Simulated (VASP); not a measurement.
# Ti2NbC3 in VASP: further runs, part 2 of 2

VASP 6.6.1. Earlier steps stand in the parts before.

### 4 Single point, PBE, collinear spin, ferromagnetic start

This run uses another cell than the first one, of the same volume but with other edges.

Contents of INCAR:

```
SYSTEM = Ti2NbC3
ALGO = Normal
EDIFF = 1E-6
ENCUT = 520
GGA = PE
ISIF = 2
ISMEAR = 0
ISPIN = 2
LASPH = .True.
LCHARG = .False.
LMAXMIX = 4
LORBIT = 11
LREAL = .False.
LWAVE = .False.
MAGMOM = 1 1 1 0 0 0
NBANDS = 38
NELM = 150
PREC = Accurate
SIGMA = 0.1
```

Contents of KPOINTS:

```
k-points
0
Gamma
  6 6 6
  0 0 0
```

Contents of POSCAR:

```
Ti2NbC3
1.0
   -2.1342998657      2.1342998657      4.2282326957
    2.1342998657     -2.1342998657      4.2282326957
    2.1342998657      2.1342998657     -4.2282326957
Ti Nb C
2 1 3
Direct
    0.2500000000      0.7500000000      0.5000000000
    0.7500000000      0.2500000000      0.5000000000
    0.0000000000      0.0000000000      0.0000000000
    0.5000000000      0.0000000000      0.5000000000
    0.0000000000      0.5000000000      0.5000000000
    0.5000000000      0.5000000000      0.0000000000
```

Potentials or basis: VASP PAW PBE potentials, release 64 (Ti_sv, Nb_sv, C).

The run is started by

```bash
$ cat potpaw_PBE.64/Ti_sv/POTCAR potpaw_PBE.64/Nb_sv/POTCAR potpaw_PBE.64/C/POTCAR > POTCAR
$ mpirun -np 1 vasp_std > vasp.out
```

OUTCAR:

```text
SYSTEM = Ti2NbC3
   EDIFF = 1E-6
   ENCUT = 520
   GGA = PE
   ISIF = 2
   ISMEAR = 0
   ISPIN = 2
   LASPH = .True.
   LORBIT = 11
   LREAL = .False.
   NELM = 150
   PREC = Accurate

 ion  position               nearest neighbor table
   1  0.250  0.750  0.500-   4 2.11   5 2.11
   2  0.750  0.250  0.500-   4 2.11   5 2.11
   3  0.000  0.000  0.000-   4 2.13   5 2.13   5 2.13   4 2.13
   4  0.500  0.000  0.500-   1 2.11   2 2.11   3 2.13   3 2.13
   5  0.000  0.500  0.500-   1 2.11   2 2.11   3 2.13   3 2.13
   6  0.500  0.500  0.000-

  LATTYP: Found a body centered tetragonal cell.
 ALAT       =     4.2685997314
 C/A-ratio  =     1.9810865210

  Lattice vectors:

 A1 = (  -2.1342998657,   2.1342998657,   4.2282326957)
 A2 = (   2.1342998657,  -2.1342998657,   4.2282326957)
 A3 = (   2.1342998657,   2.1342998657,  -4.2282326957)

Analysis of symmetry for initial positions (statically):
=====================================================================
 Subroutine PRICEL returns:
 Original cell was already a primitive cell.

 Routine SETGRP: Setting up the symmetry group for a
 body centered tetragonal supercell.

 Subroutine GETGRP returns: Found 16 space group operations
 (whereof 16 operations were pure point group operations)
 out of a pool of 16 trial point group operations.

The static configuration has the point symmetry D_4h.

Analysis of symmetry for dynamics (positions and initial velocities):
=====================================================================
 Subroutine PRICEL returns:
 Original cell was already a primitive cell.

 Routine SETGRP: Setting up the symmetry group for a
 body centered tetragonal supercell.

 Subroutine GETGRP returns: Found 16 space group operations
 (whereof 16 operations were pure point group operations)
 out of a pool of 16 trial point group operations.

The dynamic configuration has the point symmetry D_4h.

Analysis of structural, dynamic, and magnetic symmetry:
=====================================================================
 Subroutine PRICEL returns:
 Original cell was already a primitive cell.

 Routine SETGRP: Setting up the symmetry group for a
 body centered tetragonal supercell.

 Subroutine GETGRP returns: Found 16 space group operations
 (whereof 16 operations were pure point group operations)
 out of a pool of 16 trial point group operations.

The overall configuration has the point symmetry D_4h.

 Subroutine INISYM returns: Found 16 space group operations
 (whereof 16 operations are pure point group operations),
 and found     1 'primitive' translations

----------------------------------------------------------------------------------------

                                     Primitive cell

  volume of cell :      77.0424

  direct lattice vectors                    reciprocal lattice vectors
    -2.134299866  2.134299866  4.228232696     0.000000000  0.234268862  0.118252716
     2.134299866 -2.134299866  4.228232696     0.234268862  0.000000000  0.118252716
     2.134299866  2.134299866 -4.228232696     0.234268862  0.234268862  0.000000000

  length of vectors
     5.195038360  5.195038360  5.195038360     0.262422568  0.262422568  0.331306201

  position of ions in fractional coordinates (direct lattice)
     0.250000000  0.750000000  0.500000000
     0.750000000  0.250000000  0.500000000
     0.000000000  0.000000000  0.000000000
     0.500000000  0.000000000  0.500000000
     0.000000000  0.500000000  0.500000000
     0.500000000  0.500000000  0.000000000

  ion indices of the primitive-cell ions
[... 91 lines left out ...]
   NUPDOWN=      -1.0000    fix difference up-down
   EMIN   =  10.00;   EMAX   =-10.00  energy-range for DOS
   EFERMI =   0.00;   METHOD = LEGACY
   ISMEAR =     0;   SIGMA  =   0.10  broadening in eV -4-tet -1-fermi 0-gaus
   EFERMI_NEDOS =   21; number of points for ismear=-14 and -15
   IALGO  =     38    algorithm
   IMIX   =      4    mixing-type and parameters
     AMIX     =   0.40;   BMIX     =  1.00
     AMIX_MAG =   1.60;   BMIX_MAG =  1.00
  volume/ion in A,a.u.               =      12.84        86.65
  Fermi-wavevector in a.u.,A,eV,Ry     =   1.407873  2.660495 26.968211  1.982108
  Thomas-Fermi vector in A             =   2.530088
   LORBIT       =     11    0 simple, 1 ext, 2 COOP (PROOUT), +10 PAW based schemes
   GGA     = PE    functional components
   LHFCALC =     F    Hartree Fock is set to
   AEXX    =    0.0000 exact exchange contribution
   IVDW    =     0    specifies the selected vdW correction
   LEPSILON=     F    determine dielectric tensor
   LRPA    =     F    only Hartree local field effects (RPA)
 spin polarized calculation
 Gauss-broadening in eV      SIGMA  =   0.10
  energy-cutoff  :      520.00
  volume of cell :       77.04
 maximum number of plane-waves:      2091
 NGX is ok and might be reduce to    40

 number of electron      48.9999994 magnetization       0.0001948

 Free energy of the ion-electron system (eV)
  ---------------------------------------------------
  ext. energy  EPLUGINS =         0.00000000
  ---------------------------------------------------
  free energy    TOTEN  =       -47.47177884 eV

  energy without entropy =      -47.44770297  energy(sigma->0) =      -47.45974090

 E-fermi :   7.9206     XC(G=0): -11.7559

 val. band max:        7.9123905687   @ k =   0.0000   0.0000   0.0000
 cond. band min:       7.9223541622   @ k =   0.3333   0.3333   0.0000
 fundamental gap:      0.0099635934
 Fermi energy:         7.9205864978

 spin component 1

 k-point     1 :       0.0000    0.0000    0.0000
  band No.  band energies     occupation
      1     -48.7930      1.00000
      2     -48.7404      1.00000
      3     -46.3396      1.00000
      4     -25.1881      1.00000
      5     -25.1881      1.00000
      6     -24.9839      1.00000
[... 925 lines left out ...]
     35      11.5111      0.00000
     36      12.6848      0.00000

 [... further k-points ...]

 spin component 2

 k-point     1 :       0.0000    0.0000    0.0000
  band No.  band energies     occupation
      1     -48.7929      1.00000
      2     -48.7404      1.00000
      3     -46.3396      1.00000
      4     -25.1880      1.00000
      5     -25.1880      1.00000
      6     -24.9838      1.00000
[... 925 lines left out ...]
     35      11.5112      0.00000
     36      12.6848      0.00000

 [... further k-points ...]

 [bands above 36 left out]

------------------------ aborting loop because EDIFF is reached ----------------------------------------

  FORCE on cell =-STRESS in cart. coord.  units (eV):
  Direction    XX          YY          ZZ          XY          YZ          ZX
  --------------------------------------------------------------------------------------
  -------------------------------------------------------------------------------------
  Total        0.8999314      0.8999314     -1.9444633      0.0000000     -0.0000000      0.0000000
  in kB       18.7150182     18.7150182    -40.4371553      0.0000000     -0.0000000      0.0000000
  external PRESSURE =      -1.0023730 kB  Pullay stress =       0.0000000 kB

 VOLUME and BASIS-vectors are now :
 -----------------------------------------------------------------------------
  energy-cutoff  :      520.00
  volume of cell :       77.04
      direct lattice vectors                 reciprocal lattice vectors
    -2.134299866  2.134299866  4.228232696     0.000000000  0.234268862  0.118252716
     2.134299866 -2.134299866  4.228232696     0.234268862  0.000000000  0.118252716
     2.134299866  2.134299866 -4.228232696     0.234268862  0.234268862  0.000000000

 POSITION                                       TOTAL-FORCE (eV/Angst)
 -----------------------------------------------------------------------------------
      2.13430      0.00000      2.11412         0.000000      0.000000      0.000000
      0.00000      2.13430      2.11412        -0.000000     -0.000000      0.000000
      0.00000      0.00000      0.00000         0.000000      0.000000     -0.000000
      0.00000      2.13430      0.00000         0.000000      0.000000     -0.000000
      2.13430      0.00000      0.00000         0.000000      0.000000     -0.000000
      0.00000      0.00000      4.22823         0.000000      0.000000     -0.000000
 -----------------------------------------------------------------------------------
    total drift:                                0.000000     -0.000000      0.000000

  FREE ENERGIE OF THE ION-ELECTRON SYSTEM (eV)
  ---------------------------------------------------
  free  energy   TOTEN  =       -47.4717788400 eV

  energy  without entropy=      -47.4477029653  energy(sigma->0) =      -47.45974090

 total charge

# of ion       s       p       d       tot
------------------------------------------
    1        2.206   6.141   1.896  10.243
    2        2.206   6.141   1.896  10.243
    3        2.213   6.087   2.429  10.728
    4        0.936   1.427   0.000   2.363
    5        0.936   1.427   0.000   2.363
    6        1.021   1.008   0.000   2.029
--------------------------------------------------
tot          9.519  22.231   6.222  37.971

 magnetization (x)

# of ion       s       p       d       tot
------------------------------------------
    1        0.000   0.000   0.000   0.000
    2        0.000   0.000   0.000   0.000
    3        0.000   0.000   0.000   0.000
    4       -0.000  -0.000   0.000  -0.000
    5       -0.000  -0.000   0.000  -0.000
    6       -0.000  -0.000   0.000  -0.000
--------------------------------------------------
tot          0.000  -0.000   0.000   0.000
```

It took 2.5 min on 1 thread of AMD EPYC 9R45 (Zen 5), shared host; peak memory 0.33 GiB.

Results:

* Free energy: -47.4718 eV
* Pressure: -0.1 GPa
* Net moment: 0.00 μB per cell
* Valence electrons inside the program's atomic spheres: Ti 10.24; Nb 10.73; C 2.36, 2.03

Stress tensor (GPa, compression positive):
```
 1.87  0.00  0.00
 0.00  1.87  0.00
 0.00  0.00 -4.04
```

Levels at points of the mesh, in eV from the Fermi level:
Spin up:
```csv
k point,band 23,band 24,band 25,band 26,band 27,band 28
"(0.00, 0.00, 0.00)",-0.36,-0.36,-0.01,-0.01,1.60,2.36
"(0.50, 0.00, 0.00)",-0.34,-0.13,0.66,0.74,0.85,1.42
"(0.50, 0.50, 0.00)",-0.67,0.04,0.25,0.49,1.11,1.41
"(0.50, 0.50, 0.50)",-0.44,-0.44,-0.39,0.02,0.58,1.94
```
Spin down:
```
           k point  band 22  band 23  band 24  band 25  band 26  band 27  band 28  band 29
(0.00, 0.00, 0.00)    -1.10    -0.36    -0.36    -0.01    -0.01     1.60     2.36     2.36
(0.50, 0.00, 0.00)    -0.87    -0.34    -0.13     0.66     0.74     0.85     1.42     1.52
(0.50, 0.50, 0.00)    -0.76    -0.67     0.04     0.25     0.49     1.11     1.41     1.70
(0.50, 0.50, 0.50)    -1.31    -0.44    -0.44    -0.39     0.02     0.58     1.94     2.67
```

### 5 Overview

| spin | cell | k mesh | gap on the mesh (eV) | pressure (GPa) |
| --- | --- | --- | --- | --- |
| off | a = 5.193, b = 4.269, c = 5.197 Å, angles 65.7, 48.5, 65.8°, 6 atoms | 4 × 4 × 4 | none | -0.3 |
| off | a = 5.164 Å, angles 130.8, 130.8, 72.1°, 6 atoms | 12 × 12 × 12 | none | -0.1 |
| collinear, ferromagnetic start | a = 5.195 Å, angles 131.5, 131.5, 71.0°, 6 atoms | 6 × 6 × 6 | none | -0.1 |

Alike in all rows: task single point; level PBE; potentials or basis VASP PAW PBE potentials, release 64 (Ti_sv, Nb_sv, C); cutoff (eV) 520; smearing gaussian 0.1 eV.

Caveats: some runs use coarse meshes.

Absolute energies hang on the potentials; compare differences alone.
